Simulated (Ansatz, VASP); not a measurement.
## Two plane-wave programs on MgS

The input INCAR:

```
PREC = Accurate
ENCUT = 520
EDIFF = 1E-7
ISMEAR = 0
SIGMA = 0.02
LREAL = F
LASPH = T
NELM = 120
ALGO = Normal
ISIF = 2
LWAVE = F
LCHARG = F
GGA = PS
IBRION = 2
NSW = 60
EDIFFG = -0.002
GGA_COMPAT = F
NELMIN = 4
```

The input KPOINTS:

```
regular mesh
0
Gamma
  6 6 6
```

Contents of POSCAR:

```
MgS
1.0
    0.0000000000      2.6171221403      2.5775380927
    2.6171221403      0.0000000000      2.5775380927
    2.6171221403      2.6171221403      0.0000000000
Mg S
1 1
Direct
    0.0000000000      0.0000000000      0.0000000000
    0.5000000000      0.5000000000      0.5000000000
```

Input for Ansatz:

```yaml
crystal:
  lattice:
    - [0.0, 2.6171221401, 2.5775380883]
    - [2.6171221401, 0.0, 2.5775380883]
    - [2.6171221401, 2.6171221401, 0.0]
  atoms:
    - { symbol: Mg, position: [0.0, 0.0, 0.0] }
    - { symbol: S, position: [0.5, 0.5, 0.5] }
basis:
  ecutwfc: 600.0
kpoints:
  mp_grid: { grid: [6, 6, 6] }
hamiltonian:
  xc: pbesol
  pseudopotentials: { kind: paw, azcp: { folder: soft_1 } }
scf:
  occupations: { method: gaussian, width: 0.02 }
output:
  forces: true
  stress: true
  eigenvalues: true
relax:
  adjacent_minimum: "off"
  f_tol: 0.002
  max_steps: 40
```

Change from the starting cell: strained cell.

Alike in both runs: task relaxation of the atoms; functional PBEsol; k mesh 6 × 6 × 6; occupations gaussian, width 0.02 eV; no spin polarisation.

```csv
,VASP,Ansatz
version,VASP 6.6.1,Ansatz 0.2.0
potentials or method,"VASP PAW PBE potentials, release 64 (Mg, S), cutoff 520 eV","scalar-relativistic, plane waves, PAW"
valence electrons in the cell,8,16
```

|  | VASP | Ansatz | Ansatz less VASP |
| --- | --- | --- | --- |
| gap on the k mesh at the Fermi level, each at its own relaxed structure (eV) | 2.62 | 2.62 | 0.000 |

VASP's potentials were made for PBE, not for PBEsol, and Ansatz warns of the same on its side. VASP's potentials hold 8 valence electrons a cell and Ansatz's 16, so a difference there can come from the potentials and not from the codes. Ansatz's warnings: stress scf threshold loose.

Noted on VASP's run: the relaxation stopped at its first step, so nothing moved.
